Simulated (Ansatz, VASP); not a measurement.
# SnP5 in VASP and in Ansatz

```
Sn P
1.0
     5.63071    0.00000    0.00000
     0.00000    5.63071    0.00000
     0.00000    0.00000    5.15337
Sn P
1 5
Direct
  0.00000 0.00000 0.00000
  0.20214 0.20214 0.50000
  0.79786 0.79786 0.50000
  0.79786 0.20214 0.50000
  0.20214 0.79786 0.50000
  0.50000 0.50000 0.50000
```

Alike in both runs: functional PBE; k mesh 8 × 8 × 8; occupations gaussian, width 0.1 eV; no spin polarisation.

Ansatz relaxed the structure, and its values are those at the end. VASP's run is a single point on that final structure, the one shown.

|  | VASP | Ansatz |
| --- | --- | --- |
| version | VASP 6.6.1 | Ansatz 0.2.0 |
| potentials or method | VASP PAW PBE potentials, release 64 (Sn_d, P), cutoff 500 eV | scalar-relativistic, plane waves, PAW |
| valence electrons in the cell | 39 | 39 |

|  | VASP | Ansatz | Ansatz less VASP |
| --- | --- | --- | --- |
| gap on the k mesh at the Fermi level (eV) | none | none | - |
| pressure (GPa) | -0.1 | 0.0 | +0.12 |
| rms of the force components (eV/Å) | 0.016 | 0.000 | -0.0156 |

A gap of «none» marks a metal or a gap that the smearing closes.
